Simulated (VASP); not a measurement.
A run of VASP 6.6.1 is set up as follows.

Contents of INCAR:

```
SYSTEM = Al2O3
  PREC = Accurate
  ENCUT = 520
  EDIFF = 1E-6
  ISMEAR = 0
  SIGMA = 0.05
  LREAL = .False.
  LASPH = .True.
  NELM = 60
  ALGO = Normal
  ISIF = 2
  LWAVE = .False.
  LCHARG = .True.
  GGA = PS
  LELF = .True.
  LVHAR = .True.
  NBANDS = 20
```

The input KPOINTS:

```
Automatic mesh
0
Gamma
  12 12 4
  0 0 0
```

File POSCAR:

```
Al2O3
1.0
    3.1381818458      0.0000000000      0.0000000000
   -1.5690909229      2.7177452001      0.0000000000
    0.0000000000      0.0000000000      7.8776214423
Al O
2 3
Direct
    0.0000000000      0.0000000000      0.2779510000
    0.0000000000      0.0000000000      0.7220490000
    0.3333333333      0.6666666667      0.1994540000
    0.6666666667      0.3333333333      0.8005460000
    0.0000000000      0.0000000000      0.5000000000
```

Potentials or basis: VASP PAW PBE potentials, release 64 (Al, O).

Launch:

```sh
$ cat potpaw_PBE.64/Al/POTCAR potpaw_PBE.64/O/POTCAR > POTCAR
$ mpirun -np 1 vasp_std > vasp.out
```

Estimate the largest force.

1.054 eV/Å.

Estimate the band gap on the k mesh.

1.41 eV, direct.

Forces in eV/Å, atoms in the order of the input:
```
Al   0.000  0.000  1.054
Al   0.000  0.000 -1.054
O    0.000  0.000  0.959
O    0.000  0.000 -0.959
O    0.000  0.000  0.000
```

Caveat: the cell differs from its parent crystal (strain +0.040 along x and y, +0.040 along z); the PAW data sets were made with another functional, which shifts forces and pressure a little. A k mesh can miss the band edges.
